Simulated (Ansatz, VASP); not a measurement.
## Ga in VASP and in Ansatz

Contents of INCAR:

```
PREC     = Accurate       # precision mode
ENCUT    = 520            # plane-wave cutoff, eV
EDIFF    = 1E-8           # SCF threshold, eV
ISMEAR   = -1             # smearing method
SIGMA    = 0.08           # smearing width, eV
LREAL    = F              # projectors in reciprocal space
LASPH    = T              # aspherical terms in the spheres
NELM     = 100            # most SCF steps
ALGO     = Normal         # electronic algorithm
ISIF     = 2              # what is computed and relaxed
LWAVE    = F              # write WAVECAR
LCHARG   = F              # write CHGCAR
GGA      = CA             # functional
LEFG     = T            
NBANDS   = 20             # bands
```

File KPOINTS:

```
regular mesh
0
Gamma
  12 12 10
```

The input POSCAR:

```
Ga
1.0
    1.4304030031     -4.0100608329      0.0000000000
    1.4304030031      4.0100608329      0.0000000000
    0.0000000000      0.0000000000      3.1271569102
Ga
2
Direct
    0.8670000000      0.1330000000      0.2500000000
    0.1330000000      0.8670000000      0.7500000000
```

Input for Ansatz:

```yaml
crystal:
  lattice:
    - [1.4304030031, -4.0100608329, 0.0]
    - [1.4304030031, 4.0100608329, 0.0]
    - [0.0, 0.0, 3.1271569102]
  atoms:
    - { symbol: Ga, position: [0.867, 0.133, 0.25] }
    - { symbol: Ga, position: [0.133, 0.867, 0.75] }
kpoints:
  mp_grid: { grid: [12, 12, 10] }
scf:
  occupations: { method: fermi_dirac, width: 0.08 }
hamiltonian:
  xc: lda
  pseudopotentials: { kind: all_electron, datasets: crystal }
output:
  forces: true
  stress: true
  eigenvalues: true
  efg: { contact_densities: true }
```

Change from the starting cell: volume scaled by 0.96, crystal datasets.

Alike in both runs: task electric field gradients; functional LDA; k mesh 12 × 12 × 10; occupations fermi-dirac, width 0.08 eV; no spin polarisation.

```csv
,VASP,Ansatz
version,VASP 6.6.1,Ansatz 0.2.0
potentials or method,"VASP PAW LDA potentials, release 64 (Ga_d), cutoff 520 eV","all-electron PAW with datasets made for the crystal, scalar-relativistic"
```

```csv
,VASP,Ansatz,Ansatz less VASP
pressure (GPa),-1.7,-1.8,-0.07
"traceless stress, the component that is largest in VASP (GPa)",-2.40,-2.39,+0.005
rms of the force components (eV/Å),0.117,0.115,-0.0020
size of Vzz on the site where it differs most (V/Å²),28.5,29.2,+0.66
```

LDA's correlation is that of Perdew and Zunger in VASP and of Perdew and Wang (1992) in Ansatz. Atom by atom the forces differ by 0.002 eV/Å (rms over components). Ansatz ran all-electron here, and VASP with PAW potentials. Ansatz's warnings: printed levels off.
